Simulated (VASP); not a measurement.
Write the native input for VASP 6.6.1 that does the following.

```
Task                   : single point
Functional             : PBE
Potentials or basis    : VASP PAW PBE potentials, release 64 (Fe, Co)
Cutoff                 : 600 eV
k mesh                 : 14 × 14 × 14
Occupations            : gaussian, width 0.1 eV
Spin                   : collinear spin, ferromagnetic start
Starting moments       : [3.09, 2.02] μB
Dipole correction      : no
Further INCAR settings : ALGO = Normal; EDIFF = 1e-06; NBANDS = 20
```

The structure of FeCo lies in POSCAR:

```
FeCo
1.0
    2.7262008370      0.0000000000      0.0000000000
    0.0000000000      2.7262008370      0.0000000000
    0.0000000000      0.0000000000      2.7262008370
Fe Co
1 1
Direct
    0.5000000000      0.5000000000      0.5000000000
    0.0000000000      0.0000000000      0.0000000000
```

These files were run (other wordings do the same):

INCAR

```
PREC = Accurate ; ENCUT = 600
EDIFF = 1E-6 ; ISMEAR = 0
SIGMA = 0.1 ; LREAL = False
LASPH = True ; NELM = 200
ALGO = Normal ; ISIF = 2
LWAVE = False ; LCHARG = False
ISPIN = 2 ; MAGMOM = 3.09 2.02
LORBIT = 11 ; LMAXMIX = 4
GGA = PE ; NBANDS = 20
GGA_COMPAT = False
```

KPOINTS

```
regular mesh
0
Gamma
  14 14 14
```

Potentials or basis: VASP PAW PBE potentials, release 64 (Fe, Co).

The run is started by

```bash
$ cat potpaw_PBE.64/Fe/POTCAR potpaw_PBE.64/Co/POTCAR > POTCAR
$ mpirun -np 1 vasp_std > vasp.out
```

Results of the run:

The pressure is 31.8 GPa and the net moment is 4.31 μB per cell. The site moments are Fe +2.58; Co +1.70 μB and the valence electrons inside the program's atomic spheres are Fe 7.45; Co 8.49.

Caveat: the cell stands under pressure.

Wall time 3 min on 1 thread of Oxide Virtual Turin-like Processor, with other jobs on the host, peak memory 0.19 GiB.
